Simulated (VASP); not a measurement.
# Ta2N (P-31m) in VASP: single point with PBE

Aim: the single point of Ta2N with PBE.

Everything below comes from runs of VASP 6.6.1. Logs are shortened: lines on timing, memory, paths and dates and some standing lists are left out, and cuts for length are marked.

### Step 1. The cell of the first run

The structure is trigonal, space group P-31m (No. 162). Conventional cell: a = 5.297 Å, b = 5.297 Å, c = 4.939 Å, α = 90.00°, β = 90.00°, γ = 120.00°. Ta (site symmetry m) has 3 N at 2.15 to 2.16 Å within 2.8 Å. N (site symmetry 32) has 6 Ta at 2.16 Å within 2.9 Å. Within 2.8 Å of N (site symmetry -3m) lie 6 Ta at 2.15 Å.

### Step 2. Single point, PBE

INCAR

```
PREC     = Accurate       # precision mode
ENCUT    = 520            # plane-wave cutoff, eV
EDIFF    = 1E-7           # SCF threshold, eV
ISMEAR   = 0              # smearing method
SIGMA    = 0.05           # smearing width, eV
LREAL    = Auto         
LASPH    = T              # aspherical terms in the spheres
NELM     = 60             # most SCF steps
ALGO     = Normal         # electronic algorithm
ISIF     = 2              # what is computed and relaxed
LWAVE    = F              # write WAVECAR
LCHARG   = F              # write CHGCAR
GGA      = PE             # functional
NBANDS   = 276            # bands
LUSENCCL = F
```

KPOINTS

```
Automatic mesh
0
Gamma
  3 3 1
```

POSCAR

```
Ta2N
1.0
    7.9448580000      4.5869660000      0.0000000000
   -7.9448580000      4.5869660000      0.0000000000
    0.0000000000      0.0000000000      9.8783650000
Ta N
36 18
Direct
    0.1109080000      0.5554540000      0.3768090000
    0.1109080000      0.5554540000      0.8768090000
    0.4442410000      0.2221210000      0.3768090000
    0.4442410000      0.2221210000      0.8768090000
    0.7775740000      0.8887870000      0.3768090000
    0.7775740000      0.8887870000      0.8768090000
    0.1112130000      0.2224260000      0.3768090000
    0.1112130000      0.2224260000      0.8768090000
    0.4445460000      0.8890920000      0.3768090000
    0.4445460000      0.8890920000      0.8768090000
    0.7778790000      0.5557590000      0.3768090000
    0.7778790000      0.5557590000      0.8768090000
    0.1112130000      0.8887870000      0.3768090000
    0.1112130000      0.8887870000      0.8768090000
    0.4445460000      0.5554540000      0.3768090000
    0.4445460000      0.5554540000      0.8768090000
    0.7778790000      0.2221210000      0.3768090000
    0.7778790000      0.2221210000      0.8768090000
    0.2224260000      0.1112130000      0.1231910000
    0.2224260000      0.1112130000      0.6231910000
    0.5557590000      0.7778790000      0.1231910000
    0.5557590000      0.7778790000      0.6231910000
    0.8890920000      0.4445460000      0.1231910000
    0.8890920000      0.4445460000      0.6231910000
    0.2221210000      0.4442410000      0.1231910000
    0.2221210000      0.4442410000      0.6231910000
    0.5554540000      0.1109080000      0.1231910000
    0.5554540000      0.1109080000      0.6231910000
    0.8887870000      0.7775740000      0.1231910000
    0.8887870000      0.7775740000      0.6231910000
    0.2221210000      0.7778790000      0.1231910000
    0.2221210000      0.7778790000      0.6231910000
    0.5554540000      0.4445460000      0.1231910000
    0.5554540000      0.4445460000      0.6231910000
    0.8887870000      0.1112130000      0.1231910000
    0.8887870000      0.1112130000      0.6231910000
    0.0000000000      0.3333330000      0.2500000000
    0.0000000000      0.3333330000      0.7500000000
    0.3333330000      0.0000000000      0.2500000000
    0.3333330000      0.0000000000      0.7500000000
    0.6666670000      0.6666670000      0.2500000000
    0.6666670000      0.6666670000      0.7500000000
    0.0000000000      0.6666670000      0.2500000000
    0.0000000000      0.6666670000      0.7500000000
    0.3333330000      0.3333330000      0.2500000000
    0.3333330000      0.3333330000      0.7500000000
    0.6666670000      0.0000000000      0.2500000000
    0.6666670000      0.0000000000      0.7500000000
    0.0000000000      0.0000000000      0.0000000000
    0.0000000000      0.0000000000      0.5000000000
    0.3333330000      0.6666670000      0.0000000000
    0.3333330000      0.6666670000      0.5000000000
    0.6666670000      0.3333330000      0.0000000000
    0.6666670000      0.3333330000      0.5000000000
```

Potentials or basis: VASP PAW PBE potentials, release 64 (Ta_pv, N).

Command:

```sh
cat potpaw_PBE.64/Ta_pv/POTCAR potpaw_PBE.64/N/POTCAR > POTCAR
mpirun -np 1 vasp_std > vasp.out
```

OUTCAR:

```text
PREC = Accurate
   ENCUT = 520
   EDIFF = 1E-7
   ISMEAR = 0
   LREAL = Auto
   LASPH = T
   NELM = 60
   ISIF = 2
   GGA = PE

 ion  position               nearest neighbor table
   1  0.111  0.555  0.377-  52 2.15  43 2.16  37 2.16  24 3.00  32 3.01  26 3.01   7 3.06  13 3.06
                            17 3.06  11 3.06  15 3.06   9 3.06  23 3.06  31 3.07  25 3.07
   2  0.111  0.555  0.877-  51 2.15  44 2.16  38 2.16  23 3.00  31 3.01  25 3.01   8 3.06  14 3.06
                            18 3.06  12 3.06  16 3.06  10 3.06  24 3.06  32 3.07  26 3.07
   3  0.444  0.222  0.377-  54 2.15  45 2.16  39 2.16  20 3.00  34 3.01  28 3.01   7 3.06  15 3.06
                            13 3.06   9 3.06  17 3.06  11 3.06  19 3.06  33 3.07  27 3.07
   4  0.444  0.222  0.877-  53 2.15  46 2.16  40 2.16  19 3.00  33 3.01  27 3.01   8 3.06  16 3.06
                            14 3.06  10 3.06  18 3.06  12 3.06  20 3.06  34 3.07  28 3.07
   5  0.778  0.889  0.377-  50 2.15  47 2.16  41 2.16  22 3.00  30 3.01  36 3.01   9 3.06  11 3.06
                            15 3.06  17 3.06  13 3.06   7 3.06  21 3.06  29 3.07  35 3.07
   6  0.778  0.889  0.877-  49 2.15  48 2.16  42 2.16  21 3.00  29 3.01  35 3.01  10 3.06  12 3.06
                            16 3.06  18 3.06  14 3.06   8 3.06  22 3.06  30 3.07  36 3.07
   7  0.111  0.222  0.377-  50 2.15  37 2.16  45 2.16  26 3.00  20 3.01  36 3.01   1 3.06   3 3.06
                            15 3.06  17 3.06  13 3.06   5 3.06  25 3.06  19 3.07  35 3.07
   8  0.111  0.222  0.877-  49 2.15  38 2.16  46 2.16  25 3.00  19 3.01  35 3.01   2 3.06   4 3.06
                            16 3.06  18 3.06  14 3.06   6 3.06  26 3.06  20 3.07  36 3.07
   9  0.445  0.889  0.377-  52 2.15  39 2.16  47 2.16  28 3.00  32 3.01  22 3.01   5 3.06  13 3.06
[... 80 lines left out ...]
 A1 = (   7.9448580000,   4.5869660000,   0.0000000000)
 A2 = (  -7.9448580000,   4.5869660000,   0.0000000000)
 A3 = (   0.0000000000,   0.0000000000,   9.8783650000)

Analysis of symmetry for initial positions (statically):
=====================================================================
 Subroutine PRICEL returns following result:

  LATTYP: Found a hexagonal cell.
 ALAT       =     5.2965667857
 C/A-ratio  =     0.9325252942

  Lattice vectors:

 A1 = (  -2.6482754069,  -4.5869660000,   0.0000000000)
 A2 = (   5.2965667034,   0.0000000000,   0.0000000000)
 A3 = (   0.0000000000,   0.0000000000,   4.9391825000)

   6 primitive cells build up your supercell.

 Routine SETGRP: Setting up the symmetry group for a
 hexagonal supercell.

 Subroutine GETGRP returns: Found 12 space group operations
 (whereof 12 operations were pure point group operations)
 out of a pool of 24 trial point group operations.

The static configuration has the point symmetry D_3d.

Analysis of symmetry for dynamics (positions and initial velocities):
=====================================================================
 Subroutine PRICEL returns following result:

  LATTYP: Found a hexagonal cell.
 ALAT       =     5.2965667857
 C/A-ratio  =     0.9325252942

  Lattice vectors:

 A1 = (  -2.6482754069,  -4.5869660000,   0.0000000000)
 A2 = (   5.2965667034,   0.0000000000,   0.0000000000)
 A3 = (   0.0000000000,   0.0000000000,   4.9391825000)

   6 primitive cells build up your supercell.

 Routine SETGRP: Setting up the symmetry group for a
 hexagonal supercell.

 Subroutine GETGRP returns: Found 12 space group operations
 (whereof 12 operations were pure point group operations)
 out of a pool of 24 trial point group operations.

The dynamic configuration has the point symmetry D_3d.

 Subroutine INISYM returns: Found 12 space group operations
 (whereof 12 operations are pure point group operations),
 and found     6 'primitive' translations

----------------------------------------------------------------------------------------

                                     Primitive cell

  volume of cell :     119.9983

  direct lattice vectors                    reciprocal lattice vectors
[... 35 lines left out ...]
 Grid dimensions read from file:
 generate k-points for:    3    3    1

 Generating k-lattice:

  Cartesian coordinates                     Fractional coordinates (reciprocal lattice)
     0.020977929  0.036334838 -0.000000000     0.333333333 -0.000000000  0.000000000
    -0.020977929  0.036334838  0.000000000    -0.000000000  0.333333333  0.000000000
     0.000000000 -0.000000000  0.101231327     0.000000000  0.000000000  1.000000000

  Length of vectors
     0.041955857  0.041955857  0.101231327

  Shift w.r.t. Gamma in fractional coordinates (k-lattice)
     0.000000000  0.000000000  0.000000000

 Subroutine IBZKPT returns following result:
 ===========================================

 Found      3 irreducible k-points:

 Following reciprocal coordinates:
            Coordinates               Weight
  0.000000  0.000000  0.000000      1.000000
  0.333333  0.000000  0.000000      6.000000
  0.333333  0.333333  0.000000      2.000000
   k-points           NKPTS =      3   k-points in BZ     NKDIM =      3   number of bands    NBANDS=    276
   number of dos      NEDOS =    301   number of ions     NIONS =     54
   total plane-waves  NPLWV = 392000
   dimension x,y,z NGX =    70 NGY =   70 NGZ =   80
   dimension x,y,z NGXF=   140 NGYF=  140 NGZF=  160
   ions per type =              36  18
   NGX,Y,Z   is equivalent  to a cutoff of  12.69, 12.69, 13.46 a.u.
   NGXF,Y,Z  is equivalent  to a cutoff of  25.37, 25.37, 26.93 a.u.
 SYSTEM =  unknown system
   PREC   = accura    normal or accurate (medium, high low for compatibility)
   ISTART =      0    job   : 0-new  1-cont  2-samecut
   ICHARG =      2    charge: 1-file 2-atom 10-const
   ISPIN  =      1    spin polarized calculation?
   LNONCOLLINEAR =      F non collinear calculations
   LSORBIT =      F    spin-orbit coupling
   LASPH  =      T    aspherical Exc in radial PAW
   ENCUT  =  520.0 eV  38.22 Ry    6.18 a.u.  17.06 17.06 18.37*2*pi/ulx,y,z
   NELM   =     60;   NELMIN=  2; NELMDL= -5     # of ELM steps
   EDIFF  = 0.1E-06   stopping-criterion for ELM
   LREAL  =      T    real-space projection
   EDIFFG = 0.1E-05   stopping-criterion for IOM
   NSW    =      0    number of steps for IOM
   IBRION =     -1    ionic relax: 0-MD 1-quasi-New 2-CG
   NFREE  =      0    steps in history (QN), initial steepest desc. (CG)
   ISIF   =      2    stress and relaxation
   ISYM   =      2    0-nonsym 1-usesym 2-fastsym
   POTIM  = 0.5000    time-step for ionic-motion
   TEBEG  =    0.0;   TEEND  =   0.0 temperature during run
   PSTRESS=    0.0 pullay stress
   NELECT =     486.0000    total number of electrons
   NUPDOWN=      -1.0000    fix difference up-down
   EMIN   =  10.00;   EMAX   =-10.00  energy-range for DOS
   EFERMI =   0.00;   METHOD = LEGACY
   ISMEAR =     0;   SIGMA  =   0.05  broadening in eV -4-tet -1-fermi 0-gaus
   EFERMI_NEDOS =   21; number of points for ismear=-14 and -15
   IALGO  =     38    algorithm
   IMIX   =      4    mixing-type and parameters
     AMIX     =   0.40;   BMIX     =  1.00
     AMIX_MAG =   1.60;   BMIX_MAG =  1.00
  volume/ion in A,a.u.               =      13.33        89.98
  Fermi-wavevector in a.u.,A,eV,Ry     =   1.436078  2.713794 28.059565  2.062320
  Thomas-Fermi vector in A             =   2.555306
   LORBIT       =      0    0 simple, 1 ext, 2 COOP (PROOUT), +10 PAW based schemes
   GGA     = PE    functional components
   LHFCALC =     F    Hartree Fock is set to
   AEXX    =    0.0000 exact exchange contribution
   IVDW    =     0    specifies the selected vdW correction
   LEPSILON=     F    determine dielectric tensor
   LRPA    =     F    only Hartree local field effects (RPA)
 non-spin polarized calculation
 Gauss-broadening in eV      SIGMA  =   0.05
  energy-cutoff  :      520.00
  volume of cell :      719.99
 maximum number of plane-waves:     19455
 NGX is ok and might be reduce to    70
   NGX = 35   NGY = 35   NGZ = 37

 number of electron     486.0000004 magnetization

 Free energy of the ion-electron system (eV)
  ---------------------------------------------------
  ext. energy  EPLUGINS =         0.00000000
  ---------------------------------------------------
  free energy    TOTEN  =      -624.56720210 eV

  energy without entropy =     -624.54451665  energy(sigma->0) =     -624.55585938

 E-fermi :   7.4334     XC(G=0): -12.9565

 val. band max:        7.3994028144   @ k =   0.3333   0.0000   0.0000
 cond. band min:       7.4936882949   @ k =   0.3333   0.3333   0.0000
 fundamental gap:      0.0942854805
 Fermi energy:         7.4333880413

 k-point     1 :       0.0000    0.0000    0.0000
  band No.  band energies     occupation
      1     -28.2689      2.00000
      2     -28.0885      2.00000
      3     -28.0885      2.00000
      4     -28.0300      2.00000
      5     -28.0299      2.00000
      6     -28.0094      2.00000
[... 763 lines left out ...]
    254       8.1707      0.00000
    255       8.1707      0.00000
 [bands above 255 left out]

------------------------ aborting loop because EDIFF is reached ----------------------------------------

  FORCE on cell =-STRESS in cart. coord.  units (eV):
  Direction    XX          YY          ZZ          XY          YZ          ZX
  --------------------------------------------------------------------------------------
  -------------------------------------------------------------------------------------
  Total       18.1612655     18.1612662     13.2826876      0.0000000      0.0000000     -0.0000000
  in kB       40.4138257     40.4138274     29.5576442      0.0000000      0.0000000     -0.0000000
  external PRESSURE =      36.7950991 kB  Pullay stress =       0.0000000 kB

 VOLUME and BASIS-vectors are now :
 -----------------------------------------------------------------------------
  energy-cutoff  :      520.00
  volume of cell :      719.99
      direct lattice vectors                 reciprocal lattice vectors
     7.944858000  4.586966000  0.000000000     0.062933787  0.109004514 -0.000000000
    -7.944858000  4.586966000  0.000000000    -0.062933787  0.109004514  0.000000000
     0.000000000  0.000000000  9.878365000     0.000000000 -0.000000000  0.101231327

 POSITION                                       TOTAL-FORCE (eV/Angst)
 -----------------------------------------------------------------------------------
     -3.53185      3.05658      3.72226         0.192465      0.333360     -0.016200
     -3.53185      3.05658      8.66144         0.192465      0.333360     -0.016200
      1.76471      3.05658      3.72226         0.192465      0.333360     -0.016200
      1.76471      3.05658      8.66144         0.192465      0.333360     -0.016200
     -0.88357      7.64354      3.72226         0.192465      0.333360     -0.016200
     -0.88357      7.64354      8.66144         0.192465      0.333360     -0.016200
[... 46 lines left out ...]
      2.64829      4.58697      0.00000         0.000000     -0.000000      0.000000
      2.64829      4.58697      4.93918         0.000000     -0.000000      0.000000
 -----------------------------------------------------------------------------------
    total drift:                                0.000000      0.000000      0.000000

  FREE ENERGIE OF THE ION-ELECTRON SYSTEM (eV)
  ---------------------------------------------------
  free  energy   TOTEN  =      -624.5672021024 eV

  energy  without entropy=     -624.5445166512  energy(sigma->0) =     -624.55585938
```

Run time: 2.8 min. Hardware: 1 × NVIDIA H100 80GB with 1 thread of Intel Xeon Platinum 8481C at 2.70GHz (Sapphire Rapids), shared host; peak memory 1.8 GiB.

Results:

```yaml
Free_energy: -624.5672 eV
Pressure: 3.7 GPa
Largest_force: 0.385 eV/Å
Band_gap_on_the_k_mesh: zero (bands 243 and 244 overlap by 0.01 eV)
```

Forces in eV/Å, atoms in the order of the input:
```
Ta   0.192  0.333 -0.016
Ta   0.192  0.333 -0.016
Ta   0.192  0.333 -0.016
Ta   0.192  0.333 -0.016
Ta   0.192  0.333 -0.016
Ta   0.192  0.333 -0.016
Ta   0.192 -0.333 -0.016
Ta   0.192 -0.333 -0.016
Ta   0.192 -0.333 -0.016
Ta   0.192 -0.333 -0.016
Ta   0.192 -0.333 -0.016
Ta   0.192 -0.333 -0.016
Ta  -0.385  0.000 -0.016
Ta  -0.385  0.000 -0.016
Ta  -0.385  0.000 -0.016
Ta  -0.385  0.000 -0.016
Ta  -0.385  0.000 -0.016
Ta  -0.385  0.000 -0.016
Ta  -0.192 -0.333  0.016
Ta  -0.192 -0.333  0.016
Ta  -0.192 -0.333  0.016
Ta  -0.192 -0.333  0.016
Ta  -0.192 -0.333  0.016
Ta  -0.192 -0.333  0.016
Ta  -0.192  0.333  0.016
Ta  -0.192  0.333  0.016
Ta  -0.192  0.333  0.016
Ta  -0.192  0.333  0.016
Ta  -0.192  0.333  0.016
Ta  -0.192  0.333  0.016
Ta   0.385  0.000  0.016
Ta   0.385  0.000  0.016
Ta   0.385  0.000  0.016
Ta   0.385  0.000  0.016
Ta   0.385  0.000  0.016
Ta   0.385  0.000  0.016
N    0.000  0.000  0.000
N    0.000  0.000  0.000
N    0.000  0.000  0.000
N    0.000  0.000  0.000
N    0.000  0.000  0.000
N    0.000  0.000  0.000
N    0.000  0.000  0.000
N    0.000  0.000  0.000
N    0.000  0.000  0.000
N    0.000  0.000  0.000
N    0.000  0.000  0.000
N    0.000  0.000  0.000
N    0.000  0.000  0.000
N    0.000  0.000  0.000
N    0.000  0.000  0.000
N    0.000  0.000  0.000
N    0.000  0.000  0.000
N    0.000  0.000  0.000
```

Stress tensor (GPa, compression positive):
```
4.04 0.00 0.00
0.00 4.04 0.00
0.00 0.00 2.96
```

Caveat: the k points lie up to 0.64 Å⁻¹ apart; spin-orbit coupling is left out, which moves the levels of the heavy elements.

The gap in the log of VASP goes by the Fermi energy; the results here count the filled bands.